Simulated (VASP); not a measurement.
## SnTe: single point with LDA

The system is SnTe.

```
CELL_PARAMETERS angstrom
0.00000 2.95026 2.95026
2.95026 0.00000 2.95026
2.95026 2.95026 0.00000
ATOMIC_POSITIONS crystal
Sn 0.00000 0.00000 0.00000
Te 0.75000 0.75000 0.75000
```

```
Program             : VASP 6.6.1
Task                : single point
Functional          : LDA
Potentials or basis : VASP PAW LDA potentials, release 64 (Sn_d, Te)
Cutoff              : 520 eV
k mesh              : 6 × 6 × 6
Occupations         : fermi-dirac, width 0.05 eV
Spin                : no spin polarisation
```

```json
{
  "Pressure": "40.0 GPa",
  "Band gap on the k mesh": "zero (band 10 reaches 10.23 eV, above the bottom of band 11 at 8.44 eV)"
}
```

Levels at points of the mesh, in eV from the Fermi level:
| k point | band 6 | band 7 | band 8 | band 9 | band 10 | band 11 | band 12 | band 13 | band 14 | band 15 |
| --- | --- | --- | --- | --- | --- | --- | --- | --- | --- | --- |
| (0.00, 0.00, 0.00) | -16.20 | -3.48 | -3.48 | -3.48 | -2.88 | 0.08 | 0.08 | 0.08 | 3.68 | 6.47 |
| (0.50, 0.00, 0.00) | -14.46 | -10.18 | -4.72 | -4.72 | -2.37 | 1.17 | 1.17 | 3.92 | 6.79 | 7.51 |
| (0.50, 0.50, 0.00) | -13.64 | -10.58 | -6.23 | -6.23 | -1.66 | -1.62 | 6.48 | 6.48 | 7.48 | 8.65 |

Run time: 4.5 s on 1 thread of Intel(R) Xeon(R) 6975P-C (Granite Rapids), with other jobs on the host, peak memory 0.15 GiB.

Caveat: spin-orbit coupling is left out, which moves the levels of the heavy elements.
